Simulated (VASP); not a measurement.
## ScAlSbP3: single point with PBE

The system is ScAlSbP3.

```
CELL_PARAMETERS angstrom
5.30177 0.00000 0.00000
-2.65089 4.59147 0.00000
0.00000 0.00000 5.24320
ATOMIC_POSITIONS crystal
Sc 0.00000 0.00000 0.00000
Al 0.66667 0.33333 0.00000
Sb 0.33333 0.66667 0.00000
P 0.94566 0.47283 0.50000
P 0.52717 0.47283 0.50000
P 0.52717 0.05434 0.50000
```

The cell was built from a structure type or drawn by symmetry, and may not be a known phase.

| Property | Result |
| --- | --- |
| Program | VASP 6.6.1 |
| Task | single point |
| Functional | PBE |
| Potentials or basis | VASP PAW PBE potentials, release 64 (Sc_sv, Al, Sb, P) |
| Cutoff | 520 eV |
| k mesh | 12 × 12 × 8 |
| Occupations | gaussian, width 0.1 eV |
| Spin | no spin polarisation |
| Dipole correction | no |
| Further INCAR settings | ALGO = Normal; EDIFF = 1e-07; NBANDS = 26 |

* Pressure: -0.1 GPa
* Largest force: 0.093 eV/Å
* Band gap on the k mesh: zero (bands 17 and 18 overlap by 0.79 eV)

Forces in eV/Å, atoms in the order of the input:
```
Sc   0.000  0.000  0.000
Al   0.000  0.000  0.000
Sb   0.000  0.000  0.000
P   -0.081 -0.047  0.000
P    0.081 -0.047  0.000
P    0.000  0.093  0.000
```

Stress tensor (GPa, compression positive):
```
-0.19  0.00  0.00
 0.00 -0.19  0.00
 0.00  0.00 -0.03
```

Levels at points of the mesh, in eV from the Fermi level:
| k point | band 15 | band 16 | band 17 | band 18 | band 19 | band 20 |
| --- | --- | --- | --- | --- | --- | --- |
| (0.00, 0.00, 0.00) | -2.19 | -1.05 | -1.05 | -0.64 | 0.23 | 0.58 |
| (0.50, 0.00, 0.00) | -1.94 | -1.60 | -1.14 | -0.04 | -0.03 | 1.11 |
| (0.00, 0.00, 0.50) | -0.87 | -0.25 | -0.25 | 0.12 | 1.25 | 1.25 |
| (0.50, 0.00, 0.50) | -0.62 | -0.28 | -0.11 | 0.00 | 0.09 | 0.50 |

Wall time 5.1 min on 1 thread of Intel(R) Xeon(R) Platinum 8488C (Sapphire Rapids), with other jobs on the host, peak memory 0.48 GiB.

Caveat: spin-orbit coupling is left out, which moves the levels of the heavy elements.
